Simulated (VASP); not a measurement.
Al2GaP3: single point with PBE

Crystal: Al2GaP3.

```
Al Ga P
1.0
     3.88352    0.00000    0.00000
    -1.94176    3.36323    0.00000
     0.00000    0.00000   19.17181
Al Ga P
4 2 6
Cartesian
  0.0000 2.2422 0.0011
  0.0000 2.2422 12.7783
  1.9418 1.1211 3.1924
  1.9418 1.1211 9.5870
  0.0000 2.2422 6.3983
  1.9418 1.1211 15.9842
  0.0000 2.2422 2.3934
  0.0000 2.2422 8.7917
  0.0000 2.2422 15.1703
  1.9418 1.1211 5.5844
  1.9418 1.1211 11.9793
  1.9418 1.1211 18.3776
```

```yaml
Program: VASP 6.6.1
Task: single point
Functional: PBE
Potentials_or_basis: VASP PAW PBE potentials, release 64 (Al, Ga_d, P)
Cutoff: 520 eV
k_mesh: 6 × 6 × 1
Occupations: gaussian, width 0.1 eV
Spin: no spin polarisation
Dipole_correction: no
Further_INCAR_settings: ALGO = Normal; EDIFF = 1e-06; NBANDS = 46
```

```yaml
Pressure: 0.0 GPa
Largest_force: 0.010 eV/Å
Band_gap_on_the_k_mesh: 1.51 eV (least direct gap 1.86 eV)
```

Forces on the atoms (eV/Å):
```
Al   0.000  0.000 -0.007
Al   0.000  0.000 -0.005
Al   0.000  0.000 -0.005
Al   0.000  0.000 -0.007
Ga   0.000  0.000 -0.009
Ga   0.000  0.000 -0.009
P    0.000  0.000  0.004
P    0.000  0.000  0.010
P    0.000  0.000  0.007
P    0.000  0.000  0.007
P    0.000  0.000  0.004
P    0.000  0.000  0.010
```

Stress tensor (GPa, compression positive):
```
 0.08  0.00  0.00
 0.00  0.08  0.00
 0.00  0.00 -0.05
```

Levels at points of the mesh, in eV from the valence-band top:
```csv
k point,band 31,band 32,band 33,band 34,band 35,band 36,band 37,band 38
"(0.00, 0.00, 0.00)",-0.19,-0.18,0.00,0.00,1.86,1.87,2.55,2.86
"(0.50, 0.00, 0.00)",-1.49,-1.46,-1.37,-0.97,1.51,1.89,2.05,2.14
```

Run time: 64 s on 1 thread of AMD EPYC 9R45 96-Core Processor (Zen 5) (shared host), peak memory 0.34 GiB.

Caveat: an odd mesh through Γ misses points on the zone boundary, where band edges can lie.
